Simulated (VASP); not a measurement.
Set up this calculation in VASP 6.6.1, as the native input.

```yaml
Task: single point
Functional: PBEsol
Potentials_or_basis: VASP PAW PBE potentials, release 64 (Ni, Si)
Cutoff: 520 eV
k_mesh: 12 × 12 × 4
Occupations: gaussian, width 0.05 eV
Spin: no spin polarisation
Dipole_correction: no
Further_INCAR_settings: ALGO = Normal; EDIFF = 1e-06; NBANDS = 37
```

The structure of Si2Ni lies in POSCAR:

```
Si2Ni
1.0
    3.8402969286      0.0000000000      0.0000000000
   -1.9201484643      3.3257946983      0.0000000000
    0.0000000000      0.0000000000      9.2589877982
Ni Si
3 6
Direct
    0.0000000000      0.0000000000      0.0000000000
    0.3333333333      0.6666666667      0.3333333333
    0.6666666667      0.3333333333      0.6666666667
    0.3333333333      0.6666666667      0.0818284938
    0.6666666667      0.3333333333      0.9181715062
    0.6666666667      0.3333333333      0.4151618272
    0.0000000000      0.0000000000      0.2515048395
    0.0000000000      0.0000000000      0.7484951605
    0.3333333333      0.6666666667      0.5848381728
```

One way to write it, as run:

INCAR

```
SYSTEM = Si2Ni
ALGO = Normal
EDIFF = 1E-6
ENCUT = 520
GGA = PS
ISIF = 2
ISMEAR = 0
LASPH = .TRUE.
LCHARG = .FALSE.
LREAL = .FALSE.
LWAVE = .FALSE.
NBANDS = 37
NELM = 100
PREC = Accurate
SIGMA = 0.05
```

KPOINTS

```
k-points
0
G
  12 12 4
  0 0 0
```

Potentials or basis: VASP PAW PBE potentials, release 64 (Ni, Si).

Launch:

```bash
$ cat potpaw_PBE.64/Ni/POTCAR potpaw_PBE.64/Si/POTCAR > POTCAR
$ mpirun -np 1 vasp_std > vasp.out
```

Results of the run:

The pressure is -0.9 GPa and the band gap on the k mesh is zero (band 27 reaches 11.71 eV, above the bottom of band 28 at 9.97 eV).

Caveat: the PAW data sets were made with another functional, which shifts forces and pressure a little.

Run time: 2.7 min on 1 thread of Intel(R) Xeon(R) 6975P-C (Granite Rapids), on a shared host, peak memory 0.37 GiB.
